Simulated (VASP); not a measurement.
## PIF: single point with PBE

PIF:

```
P F I
1.0
     4.14086    0.00000    0.00000
     0.00000    4.14086    0.00000
     0.00000    0.00000    7.29966
P F I
2 2 2
Direct
  0.00000 0.50000 0.20800
  0.50000 0.00000 0.79200
  0.00000 0.50000 0.65000
  0.50000 0.00000 0.35000
  0.00000 0.00000 0.00000
  0.50000 0.50000 0.00000
```

```yaml
Program: VASP 6.6.1
Task: single point
Functional: PBE
Potentials_or_basis: VASP PAW PBE potentials, release 64 (P, F, I)
Cutoff: 520 eV
k_mesh: 6 × 6 × 4
Occupations: methfessel-paxton, width 0.018 eV
Spin: no spin polarisation
Dipole_correction: no
Further_INCAR_settings: ALGO = Normal; EDIFF = 1e-06; NBANDS = 28
```

```yaml
Pressure: 16.9 GPa
Largest_force: 1.701 eV/Å
Band_gap_on_the_k_mesh: zero (band 19 reaches 5.46 eV, above the bottom of band 20 at 4.09 eV)
```

Forces on the atoms (eV/Å):
```
P    0.000  0.000  1.701
P    0.000  0.000 -1.701
F    0.000  0.000  0.938
F    0.000  0.000 -0.938
I    0.000  0.000  0.000
I    0.000  0.000  0.000
```

Stress tensor (GPa, compression positive):
```
27.56  0.00  0.00
 0.00 27.56  0.00
 0.00  0.00 -4.56
```

Levels at points of the mesh, in eV from the Fermi level:
| k point | band 17 | band 18 | band 19 | band 20 | band 21 | band 22 |
| --- | --- | --- | --- | --- | --- | --- |
| (0.00, 0.00, 0.00) | -1.95 | -1.95 | -1.18 | -0.83 | 0.99 | 0.99 |
| (0.50, 0.00, 0.00) | -1.85 | -1.85 | 0.03 | 0.03 | 1.13 | 1.13 |
| (0.50, 0.50, 0.00) | 0.01 | 0.01 | 0.24 | 0.24 | 0.63 | 0.63 |
| (0.00, 0.00, 0.50) | -1.90 | -1.90 | -1.40 | -0.34 | 1.03 | 1.03 |
| (0.50, 0.00, 0.50) | -1.71 | -1.71 | 0.08 | 0.08 | 1.05 | 1.05 |
| (0.50, 0.50, 0.50) | 0.18 | 0.18 | 0.54 | 0.54 | 0.63 | 0.63 |

Run time: 2.6 min on 1 thread of AMD EPYC 7R43 64-Core Processor (Zen 3) (shared host), peak memory 0.23 GiB.

Caveat: spin-orbit coupling is left out, which moves the levels of the heavy elements; forces of over 1 eV/Å act on the atoms, so gaps and moduli don't describe the material at rest.
